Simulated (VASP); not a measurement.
Here is a VASP 6.6.1 calculation.

File INCAR:

```
SYSTEM = TiCo
  ALGO = Fast
  EDIFF = 1E-6
  ENCUT = 520
  GGA = PS
  ISIF = 2
  ISMEAR = 0
  ISPIN = 2
  LASPH = .True.
  LCHARG = .False.
  LMAXMIX = 4
  LORBIT = 11
  LREAL = .False.
  LWAVE = .False.
  MAGMOM = 0 0.75
  NBANDS = 22
  NELM = 150
  PREC = Accurate
  SIGMA = 0.1
```

Contents of KPOINTS:

```
k-points
0
Gamma
  14 14 14
  0 0 0
```

The input POSCAR:

```
TiCo
1.0
    2.9961377145      0.0000000000      0.0000000000
    0.0000000000      2.9961377145      0.0000000000
    0.0000000000      0.0000000000      2.9961377145
Ti Co
1 1
Direct
    0.0000000000      0.0000000000      0.0000000000
    0.5000000000      0.5000000000      0.5000000000
```

Potentials or basis: VASP PAW PBE potentials, release 64 (Ti_sv, Co).

The run is started by

```console
$ cat potpaw_PBE.64/Ti_sv/POTCAR potpaw_PBE.64/Co/POTCAR > POTCAR
$ mpirun -np 1 vasp_std > vasp.out
```

What does it give for the net moment?

0.81 μB per cell.

Predict the site moments.

Ti -0.03; Co +0.87 μB.

What does it give for the pressure?

-9.6 GPa.

Caveat: the cell stands under tension; the PAW data sets were made with another functional, which shifts forces and pressure a little.
